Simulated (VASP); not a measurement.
A run of VASP 6.6.1 is set up as follows.

Contents of INCAR:

```
ALGO = Fast
EDIFF = 1E-6
ENCUT = 520
GGA = PE
ISIF = 2
ISMEAR = 0
IVDW = 12
LASPH = True
LCHARG = False
LREAL = False
LWAVE = False
NBANDS = 9
NELM = 80
PREC = Accurate
SIGMA = 0.15
```

KPOINTS

```
k-points
0
Gamma
  24 24 12
```

File POSCAR:

```
Be
1.0
    2.2511737121      0.0000000000      0.0000000000
   -1.1255868561      1.9495736230      0.0000000000
    0.0000000000      0.0000000000      3.5585571504
Be
2
Direct
    0.3019449737      0.6666666667      0.2500000000
    0.6980550263      0.3333333333      0.7500000000
```

Potentials or basis: VASP PAW PBE potentials, release 64 (Be).

Run with:

```bash
$ cat potpaw_PBE.64/Be/POTCAR > POTCAR
$ mpirun -np 1 vasp_std > vasp.out
```

(1) What does it give for the largest force?

(2) Predict the dispersion energy per atom.

(3) Predict the pressure.

Results:

(1) 0.507 eV/Å.

(2) -0.360 eV.

(3) -5.6 GPa.

Caveat: the cell differs from its parent crystal (atoms displaced along a vibrational mode, the cell strained); the cell stands under tension.
